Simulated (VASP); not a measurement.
Here is a VASP 6.6.1 calculation.

File INCAR:

```
SYSTEM = Pt
PREC = Accurate
ENCUT = 520
EDIFF = 1E-6
ISMEAR = -1
SIGMA = 0.05
LREAL = .FALSE.
LASPH = .TRUE.
NELM = 80
ALGO = Fast
ISIF = 2
LWAVE = .FALSE.
LCHARG = .FALSE.
NBANDS = 17
```

Contents of KPOINTS:

```
Automatic mesh
0
G
  11 11 6
  0 0 0
```

POSCAR

```
Pt
1.0
    2.7043096880      0.0000000000      0.0000000000
   -1.3521548440      2.3420008895      0.0000000000
    0.0000000000      0.0000000000      4.6943078975
Pt
2
Direct
    0.3333333333      0.6666666667      0.2500000000
    0.6666666667      0.3333333333      0.7500000000
```

Potentials or basis: VASP PAW LDA potentials, release 64 (Pt).

Command:

```bash
$ cat potpaw_LDA.64/Pt/POTCAR > POTCAR
$ mpirun -np 1 vasp_std > vasp.out
```

**Question.** Estimate the band gap on the k mesh.

**Answer.** Zero (band 10 reaches 11.85 eV, above the bottom of band 11 at 10.53 eV).

**Question.** What does it give for the pressure?

**Answer.** 1.0 GPa.

Stress tensor (GPa, compression positive):
```
 2.18  0.00  0.00
 0.00  2.18  0.00
 0.00  0.00 -1.43
```

Caveat: spin-orbit coupling is left out, which moves the levels of the heavy elements.
